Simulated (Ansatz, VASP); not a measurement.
One calculation of Na3Ti2O, two programs

```
Na Ti O
1.0
     5.18592    0.00000    0.00000
    -2.59296    4.49114    0.00000
     0.00000    0.00000    4.25837
Na Ti O
3 2 1
Cartesian
  2.5930 0.0000 2.1292
  -1.2965 2.2456 2.1292
  1.2965 2.2456 2.1292
  0.0000 2.9941 0.0000
  2.5930 1.4970 0.0000
  0.0000 0.0000 0.0000
```

Change from the starting cell: species swapped into the SrAg3Pd2 type (P6/mmm, No. 191).

Alike in both runs: task single point; functional PBE; k mesh 6 × 6 × 4; occupations gaussian, width 0.1 eV; collinear spin.

|  | VASP | Ansatz |
| --- | --- | --- |
| version | VASP 6.6.1 | Ansatz 0.2.0 |
| potentials or method | VASP PAW PBE potentials, release 64 (Na_pv, Ti_sv, O), cutoff 520 eV | scalar-relativistic, plane waves, PAW |
| valence electrons in the cell | 51 | 57 |

|  | VASP | Ansatz | Ansatz less VASP |
| --- | --- | --- | --- |
| gap on the k mesh at the Fermi level (eV) | none | none | - |
| pressure (GPa) | 20.5 | 20.4 | -0.06 |
| traceless stress, the component that is largest in VASP (GPa) | 23.86 | 23.79 | -0.071 |
| net moment per atom (μB) | 0.90 | 0.90 | 0.000 |
| size of the moment on the site where the two differ most (μB) | 1.86 | 1.74 | -0.117 |

Site moments also hang on the region over which each program counts them. A gap of «none» marks a metal or a gap that the smearing closes. The functional is the same, so the differences come from potentials, cutoffs and numerics. VASP's potentials hold 51 valence electrons a cell and Ansatz's 57, so a difference there can come from the potentials and not from the codes.

The k mesh is coarse, so the values compare programs but aren't converged.
